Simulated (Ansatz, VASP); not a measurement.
## One calculation of C, two programs

```xyz
4
Lattice="1.2869 -1.9800 0.0000 1.2869 1.9800 0.0000 0.0000 0.0000 7.3778" Properties=species:S:1:pos:R:3 pbc="T T T"
C     1.2869    1.6501    5.5322
C     1.2869   -0.3300    1.8456
C     1.2869   -1.6501    1.8456
C     1.2869    0.3300    5.5322
```

Change from the starting cell: normal strain along x +0.0467, normal strain along y -0.0700.

Alike in both runs: task single point; functional PBEsol; k mesh 18 × 18 × 6; occupations gaussian, width 0.15 eV; no spin polarisation.

|  | VASP | Ansatz |
| --- | --- | --- |
| version | VASP 6.6.1 | Ansatz 0.2.0 |
| potentials or method | VASP PAW PBE potentials, release 64 (C), cutoff 520 eV | scalar-relativistic, plane waves, PAW |
| valence electrons in the cell | 16 | 16 |

```csv
,VASP,Ansatz,Ansatz less VASP
gap on the k mesh at the Fermi level (eV),0.43,0.43,+0.006
least direct gap on the mesh (eV),0.43,0.43,+0.006
pressure (GPa),15.2,14.5,-0.70
"traceless stress, the component that is largest in VASP (GPa)",61.42,60.85,-0.568
rms of the force components (eV/Å),1.422,1.405,-0.0167
```

VASP's potentials were made for PBE, not for PBEsol, and Ansatz warns of the same on its side. Atom by atom the forces differ by 0.017 eV/Å (rms over components).
